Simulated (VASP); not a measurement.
**Ti: single point with r2SCAN**

Ti:

```
Ti
1.0
    -1.48974    1.48974    1.93667
     1.48974   -1.48974    1.93667
     1.48974    1.48974   -1.93667
Ti
1
Direct
  0.00000 0.00000 0.00000
```

This cell differs from its parent crystal: ratio of the length along z to the lengths across it x 1.3, volume and fractional coordinates fixed.

| Property | Result |
| --- | --- |
| Program | VASP 6.6.1 |
| Task | single point |
| Functional | r2SCAN |
| Potentials or basis | VASP PAW PBE potentials, release 64 (Ti_sv) |
| Cutoff | 520 eV |
| k mesh | 28 × 28 × 28 |
| Occupations | gaussian, width 0.15 eV |
| Spin | no spin polarisation |
| Dipole correction | no |
| Further INCAR settings | ALGO = Normal; EDIFF = 1e-06; NBANDS = 12 |

```
Pressure               : 1.5 GPa
Band gap on the k mesh : zero (bands 6 and 7 overlap by 1.53 eV)
```

Stress tensor (GPa, compression positive):
```
0.58 0.00 0.00
0.00 0.58 0.00
0.00 0.00 3.19
```

Levels at points of the mesh, in eV from the Fermi level:
```csv
k point,band 2,band 3,band 4,band 5,band 6,band 7,band 8,band 9,band 10,band 11
"(0.00, 0.00, 0.00)",-33.81,-33.81,-33.80,-6.47,0.85,0.85,1.46,2.45,3.14,15.98
"(0.50, 0.00, 0.00)",-34.53,-33.94,-33.86,-2.72,0.51,0.57,1.36,3.70,4.06,8.74
"(0.50, 0.50, 0.00)",-34.48,-34.07,-33.98,-2.68,-1.64,2.33,3.87,3.89,4.33,10.65
"(0.50, 0.50, 0.50)",-34.47,-34.12,-34.12,-2.65,-1.97,3.94,4.08,4.14,4.14,11.51
```

It took 35 min on 1 thread of Oxide Virtual Turin-like Processor (shared host), peak memory 0.39 GiB.

Caveat: the PAW data sets were made with another functional, which shifts forces and pressure a little.
